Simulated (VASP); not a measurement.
# P (Fm-3m) in VASP: further runs, part 2 of 2

VASP 6.6.1.

## Step 4: Relaxation of cell and atoms, r2SCAN

This run uses another cell than the first one, of 28.93 Å³/atom, 2.055 times its volume.

POSCAR

```
P
1.0
    0.0000000000      2.4364133565      2.4364133565
    2.4364133565      0.0000000000      2.4364133565
    2.4364133565      2.4364133565      0.0000000000
P
1
Direct
    0.0000000000      0.0000000000      0.0000000000
```

INCAR.step1

```
  PREC = Accurate
  ENCUT = 600
  ISMEAR = 0
  SIGMA = 0.1
  LREAL = False
  LASPH = True
  NELM = 100
  GGA = PE
  ALGO = Normal
  EDIFF = 1E-4
  LWAVE = True
  LCHARG = False
```

INCAR.step2

```
  PREC = Accurate
  ENCUT = 600
  EDIFF = 1E-6
  ISMEAR = 0
  SIGMA = 0.1
  LREAL = False
  LASPH = True
  NELM = 100
  ALGO = Normal
  ISIF = 3
  LWAVE = False
  LCHARG = False
  METAGGA = R2SCAN
  LMIXTAU = True
  IBRION = 2
  NSW = 90
  EDIFFG = -0.04
  ISTART = 1
```

KPOINTS

```
Automatic mesh
0
Gamma
  6 6 6
```

Potentials or basis: VASP PAW PBE potentials, release 64 (P).

Launch:

```
> cat potpaw_PBE.64/P/POTCAR > POTCAR
> cp INCAR.step1 INCAR
> mpirun -np 1 vasp_std > vasp.out
> cp INCAR.step2 INCAR
> mpirun -np 1 vasp_std > vasp.out
```

OUTCAR:

```text
PREC = Accurate
   ENCUT = 600
   EDIFF = 1E-6
   ISMEAR = 0
   LREAL = False
   LASPH = True
   NELM = 100
   ISIF = 3
   METAGGA = R2SCAN
   IBRION = 2
   NSW = 90
   EDIFFG = -0.04
   ISTART = 1

 ion  position               nearest neighbor table
   1  0.000  0.000  0.000-

  LATTYP: Found a face centered cubic cell.
 ALAT       =     4.8728267130

  Lattice vectors:

 A1 = (   0.0000000000,   2.4364133565,   2.4364133565)
 A2 = (   2.4364133565,   0.0000000000,   2.4364133565)
 A3 = (   2.4364133565,   2.4364133565,   0.0000000000)

Analysis of symmetry for initial positions (statically):
[... 5 lines left out ...]
 face centered cubic supercell.

 Subroutine GETGRP returns: Found 48 space group operations
 (whereof 48 operations were pure point group operations)
 out of a pool of 48 trial point group operations.

The static configuration has the point symmetry O_h .

Analysis of symmetry for dynamics (positions and initial velocities):
[... 5 lines left out ...]
 face centered cubic supercell.

 Subroutine GETGRP returns: Found 48 space group operations
 (whereof 48 operations were pure point group operations)
 out of a pool of 48 trial point group operations.

The dynamic configuration has the point symmetry O_h .

 Subroutine INISYM returns: Found 48 space group operations
 (whereof 48 operations are pure point group operations),
 and found     1 'primitive' translations

----------------------------------------------------------------------------------------

                                     Primitive cell

  volume of cell :      28.9256

  direct lattice vectors                    reciprocal lattice vectors
     0.000000000  2.436413357  2.436413357    -0.205219693  0.205219693  0.205219693
     2.436413357  0.000000000  2.436413357     0.205219693 -0.205219693  0.205219693
     2.436413357  2.436413357  0.000000000     0.205219693  0.205219693 -0.205219693

  length of vectors
     3.445608812  3.445608812  3.445608812     0.355450934  0.355450934  0.355450934

  position of ions in fractional coordinates (direct lattice)
     0.000000000  0.000000000  0.000000000

  ion indices of the primitive-cell ions
   primitive index   ion index
                 1           1

----------------------------------------------------------------------------------------

 KPOINTS: Automatic mesh

Automatic generation of k-mesh.
 Grid dimensions read from file:
 generate k-points for:    6    6    6

 Generating k-lattice:

  Cartesian coordinates                     Fractional coordinates (reciprocal lattice)
    -0.034203282  0.034203282  0.034203282     0.166666667  0.000000000  0.000000000
     0.034203282 -0.034203282  0.034203282     0.000000000  0.166666667  0.000000000
     0.034203282  0.034203282 -0.034203282     0.000000000  0.000000000  0.166666667

  Length of vectors
     0.059241822  0.059241822  0.059241822

  Shift w.r.t. Gamma in fractional coordinates (k-lattice)
     0.000000000  0.000000000  0.000000000

 Subroutine IBZKPT returns following result:
 ===========================================

 Found     16 irreducible k-points:

 Following reciprocal coordinates:
            Coordinates               Weight
  0.000000  0.000000  0.000000      1.000000
  0.166667  0.000000  0.000000      8.000000
  0.333333  0.000000  0.000000      8.000000
  0.500000  0.000000  0.000000      4.000000
  0.166667  0.166667  0.000000      6.000000
  0.333333  0.166667  0.000000     24.000000
[... 8 lines left out ...]
 -0.333333  0.333333  0.166667     24.000000
 -0.333333  0.500000  0.166667     12.000000
   k-points           NKPTS =     16   k-points in BZ     NKDIM =     16   number of bands    NBANDS=      6
   number of dos      NEDOS =    301   number of ions     NIONS =      1
   total plane-waves  NPLWV =  21952
   dimension x,y,z NGX =    28 NGY =   28 NGZ =   28
   dimension x,y,z NGXF=    56 NGYF=   56 NGZF=   56
   ions per type =               1
   NGX,Y,Z   is equivalent  to a cutoff of  13.51, 13.51, 13.51 a.u.
   NGXF,Y,Z  is equivalent  to a cutoff of  27.02, 27.02, 27.02 a.u.
 SYSTEM =  unknown system
   PREC   = accura    normal or accurate (medium, high low for compatibility)
   ISTART =      1    job   : 0-new  1-cont  2-samecut
   ICHARG =      0    charge: 1-file 2-atom 10-const
   ISPIN  =      1    spin polarized calculation?
   LNONCOLLINEAR =      F non collinear calculations
   LSORBIT =      F    spin-orbit coupling
   LASPH  =      T    aspherical Exc in radial PAW
   ENCUT  =  600.0 eV  44.10 Ry    6.64 a.u.   6.88  6.88  6.88*2*pi/ulx,y,z
   NELM   =    100;   NELMIN=  2; NELMDL=  0     # of ELM steps
   EDIFF  = 0.1E-05   stopping-criterion for ELM
   LREAL  =      F    real-space projection
   EDIFFG = -.4E-01   stopping-criterion for IOM
   NSW    =     90    number of steps for IOM
   IBRION =      2    ionic relax: 0-MD 1-quasi-New 2-CG
   NFREE  =      1    steps in history (QN), initial steepest desc. (CG)
   ISIF   =      3    stress and relaxation
   ISYM   =      2    0-nonsym 1-usesym 2-fastsym
   POTIM  = 0.5000    time-step for ionic-motion
   TEBEG  =    0.0;   TEEND  =   0.0 temperature during run
   PSTRESS=    0.0 pullay stress
   NELECT =       5.0000    total number of electrons
   NUPDOWN=      -1.0000    fix difference up-down
   EMIN   =  10.00;   EMAX   =-10.00  energy-range for DOS
   EFERMI =   0.00;   METHOD = LEGACY
   ISMEAR =     0;   SIGMA  =   0.10  broadening in eV -4-tet -1-fermi 0-gaus
   EFERMI_NEDOS =   21; number of points for ismear=-14 and -15
   IALGO  =     38    algorithm
   IMIX   =      4    mixing-type and parameters
     AMIX     =   0.40;   BMIX     =  1.00
     AMIX_MAG =   1.60;   BMIX_MAG =  1.00
  volume/ion in A,a.u.               =      28.93       195.20
  Fermi-wavevector in a.u.,A,eV,Ry     =   0.911949  1.723334 11.315297  0.831651
  Thomas-Fermi vector in A             =   2.036288
   LORBIT       =      0    0 simple, 1 ext, 2 COOP (PROOUT), +10 PAW based schemes
   METAGGA = R2SCAN    functional components
   LHFCALC =     F    Hartree Fock is set to
   AEXX    =    0.0000 exact exchange contribution
   IVDW    =     0    specifies the selected vdW correction
   LEPSILON=     F    determine dielectric tensor
   LRPA    =     F    only Hartree local field effects (RPA)
 conjugate gradient relaxation of ions
 non-spin polarized calculation
 Gauss-broadening in eV      SIGMA  =   0.10
  energy-cutoff  :      600.00
  volume of cell :       28.93
 maximum number of plane-waves:       982
   NGX = 13   NGY = 13   NGZ = 13

--------------------------------------- Ionic step        1  -------------------------------------------

 number of electron       4.9999999 magnetization

 Free energy of the ion-electron system (eV)
  ---------------------------------------------------
  ext. energy  EPLUGINS =         0.00000000
  ---------------------------------------------------
  free energy    TOTEN  =        -6.60038348 eV

  energy without entropy =       -6.59343156  energy(sigma->0) =       -6.59690752

 E-fermi :   2.2675     XC(G=0):  -8.9958

 val. band max:        2.2510442827   @ k =  -0.3333   0.1667   0.0000
 cond. band min:       2.3472310921   @ k =   0.5000   0.5000   0.0000
 fundamental gap:      0.0961868093
 Fermi energy:         2.2675307513

 k-point     1 :       0.0000    0.0000    0.0000
  band No.  band energies     occupation
      1      -9.5919      2.00000
      2       4.7245      0.00000
      3       4.7245      0.00000
      4       4.7245      0.00000
      5      11.9851      0.00000
      6      12.9277      0.00000

 k-point     2 :       0.1667    0.0000    0.0000
  band No.  band energies     occupation
      1      -9.1951      2.00000
      2       2.8260      0.00000
      3       4.4933      0.00000
      4       4.4933      0.00000
      5      11.6838      0.00000
      6      13.4152      0.00000
[... 191 lines left out ...]
  energy  without entropy=       -7.7201117108  energy(sigma->0) =       -7.72551819

--------------------------------------- Ionic step        3  -------------------------------------------

 number of electron       5.0000000 magnetization

 E-fermi :   9.3990     XC(G=0): -11.9872

 val. band max:        9.1091562024   @ k =  -0.3333   0.3333   0.1667
 cond. band min:       9.4927077964   @ k =  -0.3333   0.1667   0.0000
 fundamental gap:      0.3835515940
 Fermi energy:         9.3990123934

 k-point     1 :       0.0000    0.0000    0.0000
  band No.  band energies     occupation
      1      -7.6642      2.00000
      2      15.8471      0.00000
      3      15.8471      0.00000
      4      15.8471      0.00000
      5      21.0698      0.00000
      6      21.0698      0.00000

 k-point     2 :       0.1667    0.0000    0.0000
  band No.  band energies     occupation
      1      -6.8746      2.00000
      2      11.4003      0.00000
      3      15.0385      0.00000
      4      15.0385      0.00000
      5      20.9387      0.00000
      6      22.2780      0.00000
[... 226 lines left out ...]
  energy  without entropy=       -7.9368159893  energy(sigma->0) =       -7.93844507

--------------------------------------- Ionic step        6  -------------------------------------------

 number of electron       5.0000000 magnetization

 Free energy of the ion-electron system (eV)
  ---------------------------------------------------
  ext. energy  EPLUGINS =         0.00000000
  ---------------------------------------------------
  free energy    TOTEN  =        -7.94175037 eV

  energy without entropy =       -7.93851166  energy(sigma->0) =       -7.94013102

 E-fermi :  10.6893     XC(G=0): -12.4017

 val. band max:       10.1479546882   @ k =  -0.3333   0.3333   0.1667
 cond. band min:      10.7706290843   @ k =  -0.3333   0.1667   0.0000
 fundamental gap:      0.6226743962
 Fermi energy:        10.6892538508

 k-point     1 :       0.0000    0.0000    0.0000
  band No.  band energies     occupation
      1      -7.3855      2.00000
      2      17.8379      0.00000
      3      17.8379      0.00000
      4      17.8379      0.00000
      5      22.4434      0.00000
      6      22.4434      0.00000

 k-point     2 :       0.1667    0.0000    0.0000
  band No.  band energies     occupation
      1      -6.5421      2.00000
      2      12.8327      0.00000
      3      16.8685      0.00000
      4      16.8686      0.00000
      5      22.5838      0.00000
      6      23.8425      0.00000
[... 152 lines left out ...]
  FREE ENERGIE OF THE ION-ELECTRON SYSTEM (eV)
  ---------------------------------------------------
  free  energy   TOTEN  =        -7.9417503741 eV

  energy  without entropy=       -7.9385116598  energy(sigma->0) =       -7.94013102

 reached required accuracy - stopping structural energy minimisation
```

OUTCAR.step1:

```text
PREC = Accurate
   ENCUT = 600
   ISMEAR = 0
   LREAL = False
   LASPH = True
   NELM = 100
[... 347 lines left out ...]

 POSITION                                       TOTAL-FORCE (eV/Angst)
 -----------------------------------------------------------------------------------
      0.00000      0.00000      0.00000        -0.000000      0.000000      0.000000
 -----------------------------------------------------------------------------------
    total drift:                                0.000000      0.000000      0.000000

  FREE ENERGIE OF THE ION-ELECTRON SYSTEM (eV)
  ---------------------------------------------------
  free  energy   TOTEN  =        -3.2647267154 eV

  energy  without entropy=       -3.2580200213  energy(sigma->0) =       -3.26137337
```

Run time: 1.9 min. Hardware: 1 thread of Intel Xeon Platinum 8488C (Sapphire Rapids), shared host; peak memory 0.16 GiB.

What came out:

```
Free energy                            : -7.9418 eV
Relaxed volume                         : 14.05 Å³/atom
Relaxed cell                           : a = 2.709 Å, b = 2.709 Å, c = 2.709 Å, α = 60.00°, β = 60.00°, γ = 60.00°
Space group after relaxing (to 0.05 Å) : Fm-3m (No. 225)
Energy gained by relaxing              : 1341.4 meV/atom
Ionic steps                            : 6
Pressure after relaxing                : 0.2 GPa
```

The path:
| step | energy change (eV) | largest force (eV/Å) | pressure (GPa) | volume (Å³) |
| --- | --- | --- | --- | --- |
| 1 | 0.0000 | 0.0000 | -16.73 | 28.93 |
| 2 | -1.1305 | 0.0000 | -12.64 | 18.04 |
| 3 | -1.3128 | 0.0000 | -7.16 | 15.26 |
| 4 | -0.9169 | 0.0000 | 47.66 | 10.60 |
| 5 | -1.3397 | 0.0000 | -1.99 | 14.35 |
| 6 | -1.3414 | 0.0000 | 0.17 | 14.05 |

Final structure:
```
CELL_PARAMETERS angstrom
0.00000 1.91523 1.91523
1.91523 0.00000 1.91523
1.91523 1.91523 0.00000
ATOMIC_POSITIONS crystal
P 0.00000 0.00000 0.00000
```

Caveat: the k points lie up to 0.47 Å⁻¹ apart in the final cell; the volume moved by over 15 % at a fixed basis, so the end points are rough; the PAW data sets were made with another functional, which shifts forces and pressure a little.

## Step 5: Single point, r2SCAN

This run uses another cell than the first one, of 14.69 Å³/atom, 1.043 times its volume.

POSCAR

```
P
1.0
    0.0000000000      1.9436732846      1.9436732846
    1.9436732846      0.0000000000      1.9436732846
    1.9436732846      1.9436732846      0.0000000000
P
1
Direct
    0.0000000000      0.0000000000      0.0000000000
```

INCAR.step1

```
ALGO = Normal
EDIFF = 1E-4
ENCUT = 520
GGA = PE
ISMEAR = 0
LASPH = T
LCHARG = F
LREAL = F
LWAVE = T
NBANDS = 8
NELM = 60
PREC = Accurate
SIGMA = 0.1
```

INCAR.step2

```
ALGO = Normal
EDIFF = 1E-6
ENCUT = 520
ISIF = 2
ISMEAR = 0
ISTART = 1
LASPH = T
LCHARG = F
LMIXTAU = T
LREAL = F
LWAVE = F
METAGGA = R2SCAN
NBANDS = 8
NELM = 60
PREC = Accurate
SIGMA = 0.1
```

KPOINTS

```
k-points
0
Gamma
  24 24 24
```

Launch:

```
> cat potpaw_PBE.64/P/POTCAR > POTCAR
> cp INCAR.step1 INCAR
> mpirun -np 1 vasp_std > vasp.out
> cp INCAR.step2 INCAR
> mpirun -np 1 vasp_std > vasp.out
```

Wall time 90 s (1 thread of Intel Xeon Platinum 8375C at 2.90GHz (Ice Lake), shared host); peak memory 0.15 GiB.

Results (log left out):

* Free energy: -7.8599 eV
* Pressure: 0.2 GPa

Levels at points of the mesh, in eV from the Fermi level:
```
           k point  band 1  band 2  band 3  band 4  band 5  band 6
(0.00, 0.00, 0.00)  -17.18    7.11    7.11    7.11   12.04   12.04
(0.50, 0.00, 0.00)  -11.06   -8.43    5.01    5.01   11.07   11.07
(0.50, 0.50, 0.00)   -8.24   -7.11    0.66    0.66    4.65    5.55
```

Caveat: the PAW data sets were made with another functional, which shifts forces and pressure a little.

## Step 6: Overview

| task | cell | k mesh | cutoff (eV) | gap on the mesh (eV) | pressure (GPa) |
| --- | --- | --- | --- | --- | --- |
| single point | a = 2.710 Å, angles 60.0°, 1 atom | 6 × 6 × 6 | 520 | none | -0.1 |
| single point | a = 3.446 Å, angles 60.0°, 1 atom | 6 × 6 × 6 | 520 | none | -16.8 |
| relaxation of cell and atoms | relaxed from a = 3.446 Å, angles 60.0°, 1 atom | 6 × 6 × 6 | 600 | none | 0.2 |
| single point | a = 2.749 Å, angles 60.0°, 1 atom | 24 × 24 × 24 | 520 | none | 0.2 |

Alike in all rows: level r2SCAN; potentials or basis VASP PAW PBE potentials, release 64 (P); no spin polarisation; smearing gaussian 0.1 eV.

Caveats: some runs use coarse meshes; the PAW data sets were made with another functional, which shifts forces and pressure a little; the volume moved by over 15 % at a fixed basis, so the end points are rough (some runs).

Total energies depend on the potentials used, so only differences within one code and one set of settings carry meaning.
